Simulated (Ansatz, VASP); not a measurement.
**KCl in VASP and in Ansatz**

POSCAR

```
KCl
1.0
    3.1130473364      3.1130473364      0.0000000000
   -3.1130473364      3.1130473364      0.0000000000
    0.0000000000      0.0000000000      6.2260946728
K Cl
2 2
Direct
    0.0000000000      0.0000000000      0.0000000000
    0.5000000000      0.5000000000      0.5000000000
    0.5000000000      0.5000000000      0.0000000000
    0.0000000000      0.0000000000      0.5000000000
```

The input INCAR.step1:

```
SYSTEM = KCl
ALGO = Normal ; EDIFF = 1E-4
ENCUT = 520 ; GGA = PE
ISMEAR = 0 ; LASPH = .TRUE.
LCHARG = .FALSE. ; LREAL = .FALSE.
LWAVE = .TRUE. ; NBANDS = 24
NELM = 60 ; PREC = Accurate
SIGMA = 0.02
```

Contents of INCAR.step2:

```
SYSTEM = KCl
ALGO = Normal ; EDIFF = 1E-6
ENCUT = 520 ; ISIF = 2
ISMEAR = 0 ; ISTART = 1
LASPH = .TRUE. ; LCHARG = .FALSE.
LMIXTAU = .TRUE. ; LREAL = .FALSE.
LWAVE = .FALSE. ; METAGGA = R2SCAN
NBANDS = 24 ; NELM = 60
PREC = Accurate ; SIGMA = 0.02
```

Contents of KPOINTS:

```
k-points
0
G
  6 6 4
  0 0 0
```

Input for Ansatz:

```yaml
crystal:
  lattice:
    - [3.1130473364, 3.1130473364, 0.0]
    - [-3.1130473364, 3.1130473364, 0.0]
    - [0.0, 0.0, 6.2260946728]
  atoms:
    - { symbol: K, position: [0.0, 0.0, 0.0] }
    - { symbol: K, position: [0.5, 0.5, 0.5] }
    - { symbol: Cl, position: [0.5, 0.5, 0.0] }
    - { symbol: Cl, position: [0.0, 0.0, 0.5] }
basis:
  ecutwfc: 500
kpoints:
  mp_grid: { grid: [6, 6, 4] }
hamiltonian:
  xc: r2scan
scf:
  occupations: { method: gaussian, width: 0.02 }
output:
  forces: true
  stress: true
  eigenvalues: true
```

Change from the starting cell: equal strain along all axes, cell held, atoms relaxed: -1.0 %.

Alike in both runs: task single point; functional r2SCAN; k mesh 6 × 6 × 4; occupations gaussian, width 0.02 eV; no spin polarisation.

```csv
,VASP,Ansatz
version,VASP 6.6.1,Ansatz 0.2.0
potentials or method,"VASP PAW PBE potentials, release 64 (K_sv, Cl), cutoff 520 eV","scalar-relativistic, plane waves, PAW"
valence electrons in the cell,32,32
```

Ansatz gave:

| Item | Value |
| --- | --- |
| gap on the k mesh at the Fermi level (eV) | 5.94 |
| least direct gap on the mesh (eV) | 5.94 |
| pressure (GPa) | 0.7 |

Q: What did VASP give for the same quantities?

A: gap on the k mesh at the Fermi level (eV): 5.95; least direct gap on the mesh (eV): 5.95; pressure (GPa): 0.6.

VASP's potentials were made for PBE, not for r2SCAN.
